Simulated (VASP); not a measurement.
# CdSe (F-43m) in VASP: further runs, part 2 of 3

VASP 6.6.1. Earlier steps stand in the parts before.

## (3) Vibrations by perturbation theory, PBEsol

This run uses another cell than the first one, of 24.49 Å³/atom, 1.048 times its volume.

The input, INCAR:

```
SYSTEM = CdSe
ALGO = Normal ; EDIFF = 1E-8
ENCUT = 520 ; GGA = PS
IBRION = 8 ; ISIF = 2
ISMEAR = 0 ; LASPH = .True.
LCHARG = .False. ; LREAL = .False.
LWAVE = .False. ; NBANDS = 16
NELM = 80 ; NSW = 1
PREC = Accurate ; SIGMA = 0.01
```

The input, KPOINTS:

```
k-points
0
Gamma
  6 6 6
  0 0 0
```

The input, POSCAR:

```
CdSe
1.0
    2.9038368515      2.9038368515      0.0000000000
   -2.9038368515      2.9038368515      0.0000000000
    0.0000000000      2.9038368515      2.9038368515
Cd Se
1 1
Direct
    0.0000000000      0.0000000000      0.0000000000
    0.7500000000      0.2500000000      0.5000000000
```

Potentials or basis: VASP PAW PBE potentials, release 64 (Cd, Se).

The run is started by

```console
cat potpaw_PBE.64/Cd/POTCAR potpaw_PBE.64/Se/POTCAR > POTCAR
mpirun -np 1 vasp_std > vasp.out
```

OUTCAR:

```text
SYSTEM = CdSe
   EDIFF = 1E-8
   ENCUT = 520
   GGA = PS
   IBRION = 8
   ISIF = 2
   ISMEAR = 0
   LASPH = .True.
   LREAL = .False.
   NELM = 80
   NSW = 1
   PREC = Accurate

 ion  position               nearest neighbor table
   1  0.000  0.000  0.000-   2 2.51   2 2.51   2 2.51   2 2.51
   2  0.750  0.250  0.500-   1 2.51   1 2.51   1 2.51   1 2.51

  LATTYP: Found a face centered cubic cell.
 ALAT       =     5.8076737030

  Lattice vectors:

 A1 = (   0.0000000000,   2.9038368515,   2.9038368515)
 A2 = (   2.9038368515,   0.0000000000,   2.9038368515)
 A3 = (   2.9038368515,   2.9038368515,   0.0000000000)

Analysis of symmetry for initial positions (statically):
=====================================================================
 Subroutine PRICEL returns:
 Original cell was already a primitive cell.

[... 524 lines left out ...]

 INTERNAL STRAIN TENSOR  FOR ION    2  DIRECTION 1   (eV/Angst):
 -----------------------------------------------------------------------------
     0.01336  0.00000  0.00000
     0.00000 -0.01605 12.38043
     0.00000 12.38043 -0.01605

 INTERNAL STRAIN TENSOR FOR ION    2 for displacements in x,y,z  (eV/Angst):
          X           Y           Z          XY          YZ          ZX
  --------------------------------------------------------------------------------
  x    -0.00000    -0.00000    -0.00000     0.00000    12.38043     0.00000
  y    -0.00000    -0.00000    -0.00000     0.00000     0.00000    12.38043
  z    -0.00000    -0.00000    -0.00000    12.38043     0.00000     0.00000

 SECOND DERIVATIVES (NOT SYMMETRIZED)
 ------------------------------------
               1X          1Y          1Z          2X          2Y          2Z
  1X    -7.872661   -0.000000    0.000000    7.872661    0.000000   -0.000000
  1Y     0.000000   -7.872661   -0.000000   -0.000000    7.872661    0.000000
  1Z     0.000000   -0.000000   -7.872661   -0.000000    0.000000    7.872661
  2X     7.859800    0.000000    0.000000   -7.859800    0.000000    0.000000
  2Y     0.000000    7.859800    0.000000    0.000000   -7.859800    0.000000
  2Z     0.000000    0.000000    7.859800    0.000000    0.000000   -7.859800

 Eigenvectors and eigenvalues of the dynamical matrix
 ----------------------------------------------------

   1 f  =    6.437736 THz    40.449487 2PiTHz  214.739751 cm-1    26.624324 meV
             X         Y         Z           dx          dy          dz
      0.000000  0.000000  0.000000     0.000000    0.642649   -0.000000
      1.451918  4.355755  1.451918     0.000000   -0.766161    0.000000
[... 21 lines left out ...]
   6 f/i=    0.002591 THz     0.016282 2PiTHz    0.086437 cm-1     0.010717 meV
             X         Y         Z           dx          dy          dz
      0.000000  0.000000  0.000000     0.766161   -0.000000    0.000000
      1.451918  4.355755  1.451918     0.642649    0.000000    0.000000

--------------------------------------------------------------------------------------------------------

 ELASTIC MODULI CONTR FROM IONIC RELAXATION (kBar)
 Direction    XX          YY          ZZ          XY          YZ          ZX
 --------------------------------------------------------------------------------
 XX          -0.0000     -0.0000     -0.0000      0.0000      0.0000      0.0000
 YY          -0.0000     -0.0000     -0.0000      0.0000      0.0000      0.0000
 ZZ          -0.0000     -0.0000     -0.0000      0.0000      0.0000      0.0000
 XY           0.0000      0.0000      0.0000   -642.3048     -0.0000      0.0000
 YZ           0.0000      0.0000      0.0000     -0.0000   -642.3048     -0.0000
 ZX           0.0000      0.0000      0.0000      0.0000     -0.0000   -642.3048
 --------------------------------------------------------------------------------
```

stdout:

```text
POSCAR found type information on POSCAR CdSe
 POSCAR found :  2 types and       2 ions
 scaLAPACK will be used
 -----------------------------------------------------------------------------
|                                                                             |
|                                                                             |
|     You enforced a specific xc type in the INCAR file but a different       |
|     I HOPE YOU KNOW WHAT YOU ARE DOING!                                     |
|                                                                             |
 -----------------------------------------------------------------------------

 LDA part: xc-table for (Slater+PW92), standard interpolation
 POSCAR, INCAR and KPOINTS ok, starting setup
 FFT: planning ... GRIDC
 FFT: planning ... GRID_SOFT
 FFT: planning ... GRID
 WAVECAR not read
 entering main loop
 Linear response reoptimize wavefunctions to high precision
 Linear response DOF=           2
 Linear response progress:
 first order change of Fermi-energy   0.10206E-03
 force on displaced ion       1 direction 1 :  -7.873   0.000  -0.000
 Linear response progress:
 first order change of Fermi-energy  -0.59174E-03
 force on displaced ion       2 direction 1 :  -7.860   0.000   0.000
 Linear response finished
```

Wall time 96 s (1 thread of Intel Xeon Platinum 8488C (Sapphire Rapids), shared host); peak memory 0.26 GiB.

What came out:

```yaml
Highest_phonon_frequency_at_Γ_LO-TO_splitting_left_out: 215 cm⁻¹
```

Phonon frequencies in cm⁻¹ (negative: imaginary):
| q point | frequencies |
| --- | --- |
| (0.000, 0.000, 0.000) | 0 0 0 215 215 215 |

Caveat: the k points lie up to 0.36 Å⁻¹ apart; the cell wasn't relaxed at this level first, which shifts response properties; the PAW data sets were made with another functional, which shifts forces and pressure a little.

## (4) Vibrations by perturbation theory, PBEsol

This run uses another cell than the first one, of 25.33 Å³/atom, 1.084 times its volume.

The input, INCAR:

```
PREC = Accurate
ENCUT = 520
EDIFF = 1E-8
ISMEAR = 0
SIGMA = 0.01
LREAL = False
LASPH = True
NELM = 100
ALGO = Normal
ISIF = 2
LWAVE = False
LCHARG = False
GGA = PS
IBRION = 8
NSW = 1
```

The input, KPOINTS:

```
regular mesh
0
Gamma
  6 6 6
```

The input, POSCAR:

```
CdSe
1.0
    2.9367869295      2.9367869295      0.0000000000
   -2.9367869295      2.9367869295      0.0000000000
    0.0000000000      2.9367869295      2.9367869295
Cd Se
1 1
Direct
    0.0000000000      0.0000000000      0.0000000000
    0.7500000000      0.2500000000      0.5000000000
```

Potentials or basis: VASP PAW PBE potentials, release 64 (Cd, Se).

The run is started by

```console
cat potpaw_PBE.64/Cd/POTCAR potpaw_PBE.64/Se/POTCAR > POTCAR
mpirun -np 1 vasp_std > vasp.out
```

OUTCAR:

```text
PREC = Accurate
   ENCUT = 520
   EDIFF = 1E-8
   ISMEAR = 0
   LREAL = False
   LASPH = True
   NELM = 100
   ISIF = 2
   GGA = PS
   IBRION = 8
   NSW = 1

 ion  position               nearest neighbor table
   1  0.000  0.000  0.000-   2 2.54   2 2.54   2 2.54   2 2.54
   2  0.750  0.250  0.500-   1 2.54   1 2.54   1 2.54   1 2.54

  LATTYP: Found a face centered cubic cell.
 ALAT       =     5.8735738590

  Lattice vectors:

 A1 = (   0.0000000000,   2.9367869295,   2.9367869295)
 A2 = (   2.9367869295,   0.0000000000,   2.9367869295)
 A3 = (   2.9367869295,   2.9367869295,   0.0000000000)

Analysis of symmetry for initial positions (statically):
=====================================================================
 Subroutine PRICEL returns:
 Original cell was already a primitive cell.

 Routine SETGRP: Setting up the symmetry group for a
 face centered cubic supercell.

 Subroutine GETGRP returns: Found 24 space group operations
 (whereof 24 operations were pure point group operations)
 out of a pool of 48 trial point group operations.

The static configuration has the point symmetry T_d .

Analysis of symmetry for dynamics (positions and initial velocities):
=====================================================================
 Subroutine PRICEL returns:
 Original cell was already a primitive cell.

 Routine SETGRP: Setting up the symmetry group for a
 face centered cubic supercell.

 Subroutine GETGRP returns: Found 24 space group operations
 (whereof 24 operations were pure point group operations)
[... 429 lines left out ...]
 -----------------------------------------------------------------------------------
    total drift:                                0.000000     -0.000000     -0.000000

  FREE ENERGIE OF THE ION-ELECTRON SYSTEM (eV)
  ---------------------------------------------------
  free  energy   TOTEN  =        -6.0471041028 eV

  energy  without entropy=       -6.0471041028  energy(sigma->0) =       -6.04710410

[... ionic steps 2 to 3 ...]

--------------------------------------- Ionic step        4  -------------------------------------------

------------------------ aborting loop because EDIFF is reached ----------------------------------------

[... ionic steps 5 to 6 ...]

--------------------------------------- Ionic step        7  -------------------------------------------

 Free energy of the ion-electron system (eV)
  ---------------------------------------------------
  ---------------------------------------------------
  free energy    TOTEN  =        -0.08403488 eV

  energy without entropy =       -0.08403488

------------------------ aborting loop because EDIFF is reached ----------------------------------------

 INTERNAL STRAIN TENSOR  FOR ION    2  DIRECTION 1   (eV/Angst):
 -----------------------------------------------------------------------------
     0.01188  0.00000  0.00000
     0.00000 -0.01486 10.67056
     0.00000 10.67056 -0.01486

 INTERNAL STRAIN TENSOR FOR ION    2 for displacements in x,y,z  (eV/Angst):
          X           Y           Z          XY          YZ          ZX
  --------------------------------------------------------------------------------
  x    -0.00000    -0.00000    -0.00000     0.00000    10.67056     0.00000
  y    -0.00000    -0.00000    -0.00000     0.00000     0.00000    10.67056
  z    -0.00000    -0.00000    -0.00000    10.67056     0.00000     0.00000

 SECOND DERIVATIVES (NOT SYMMETRIZED)
 ------------------------------------
               1X          1Y          1Z          2X          2Y          2Z
  1X    -7.048470   -0.000000    0.000000    7.048470    0.000000   -0.000000
  1Y     0.000000   -7.048470   -0.000000   -0.000000    7.048470    0.000000
  1Z     0.000000   -0.000000   -7.048470   -0.000000    0.000000    7.048470
  2X     7.024635   -0.000000    0.000000   -7.024635    0.000000   -0.000000
  2Y     0.000000    7.024635   -0.000000   -0.000000   -7.024635    0.000000
  2Z     0.000000   -0.000000    7.024635   -0.000000    0.000000   -7.024635

 Eigenvectors and eigenvalues of the dynamical matrix
 ----------------------------------------------------

   1 f  =    6.088308 THz    38.253970 2PiTHz  203.084107 cm-1    25.179209 meV
             X         Y         Z           dx          dy          dz
      0.000000  0.000000  0.000000    -0.224066   -0.602061   -0.027196
      1.468393  4.405180  1.468393     0.266896    0.717143    0.032394
[... 21 lines left out ...]
   6 f/i=    0.005078 THz     0.031906 2PiTHz    0.169382 cm-1     0.021001 meV
             X         Y         Z           dx          dy          dz
      0.000000  0.000000  0.000000    -0.495051    0.560356    0.165837
      1.468393  4.405180  1.468393    -0.415609    0.470434    0.139225

--------------------------------------------------------------------------------------------------------

 ELASTIC MODULI CONTR FROM IONIC RELAXATION (kBar)
 Direction    XX          YY          ZZ          XY          YZ          ZX
 --------------------------------------------------------------------------------
 XX          -0.0000     -0.0000     -0.0000      0.0000      0.0000      0.0000
 YY          -0.0000     -0.0000     -0.0000      0.0000      0.0000      0.0000
 ZZ          -0.0000     -0.0000     -0.0000      0.0000      0.0000      0.0000
 XY           0.0000      0.0000      0.0000   -516.3325     -0.0000      0.0000
 YZ           0.0000      0.0000      0.0000     -0.0000   -516.3325     -0.0000
 ZX           0.0000      0.0000      0.0000      0.0000     -0.0000   -516.3325
 --------------------------------------------------------------------------------
```

It took 68 s on 1 thread of Intel Xeon Platinum 8488C (Sapphire Rapids), shared host; peak memory 0.26 GiB.

What came out:

- Highest phonon frequency at Γ, LO-TO splitting left out: 203 cm⁻¹

Phonon frequencies in cm⁻¹ (negative: imaginary):
```csv
q point,frequencies
"(0.000, 0.000, 0.000)",0 0 0 203 203 203
```

Caveat: the cell wasn't relaxed at this level first, which shifts response properties; the PAW data sets were made with another functional, which shifts forces and pressure a little.

[end of part 2 of 3]
